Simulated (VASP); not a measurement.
Here is a VASP 6.6.1 calculation.

Contents of INCAR:

```
SYSTEM = KRe3
PREC     = Accurate       ! precision mode
ENCUT    = 600            ! plane-wave cutoff, eV
EDIFF    = 1E-6           ! SCF threshold, eV
ISMEAR   = 0              ! smearing method
SIGMA    = 0.1            ! smearing width, eV
LREAL    = .FALSE.        ! projectors in reciprocal space
LASPH    = .TRUE.         ! aspherical terms in the spheres
NELM     = 80             ! most SCF steps
ALGO     = Normal         ! electronic algorithm
ISIF     = 3              ! what is computed and relaxed
LWAVE    = .FALSE.        ! write WAVECAR
LCHARG   = .FALSE.        ! write CHGCAR
GGA      = PE             ! functional
IBRION   = 2              ! ionic algorithm
NSW      = 90             ! ionic steps
EDIFFG   = -0.04          ! ionic threshold
```

Contents of KPOINTS:

```
Automatic mesh
0
G
  6 6 2
  0 0 0
```

File POSCAR:

```
KRe3
1.0
    3.1233751004      0.0000000000      0.0000000000
    0.0000000000      3.1233751004      0.0000000000
    0.0000000000      0.0000000000      8.6836434467
K Re
1 3
Direct
    0.0000000000      0.0000000000      0.5000000000
    0.5000000000      0.5000000000      0.1601908717
    0.5000000000      0.5000000000      0.8398091283
    0.0000000000      0.0000000000      0.0000000000
```

Potentials or basis: VASP PAW PBE potentials, release 64 (K_sv, Re).

Run with:

```console
$ cat potpaw_PBE.64/K_sv/POTCAR potpaw_PBE.64/Re/POTCAR > POTCAR
$ mpirun -np 1 vasp_std > vasp.out
```

(1) What does it give for the relaxed volume?

(2) Estimate the space group after relaxing (to 0.1 Å).

(3) Predict the relaxed cell.

(4) What does it give for the band gap on the k mesh?

Results:

(1) 21.09 Å³/atom.

(2) P4/mmm (No. 123).

(3) a = 3.105 Å, b = 3.105 Å, c = 8.749 Å, α = 90.00°, β = 90.00°, γ = 90.00°.

(4) zero (bands 15 and 16 overlap by 1.85 eV).

Caveat: the k points lie up to 0.36 Å⁻¹ apart in the final cell, too coarse for converged energies and pressures of a metal; spin-orbit coupling is left out, which moves the levels of the heavy elements.
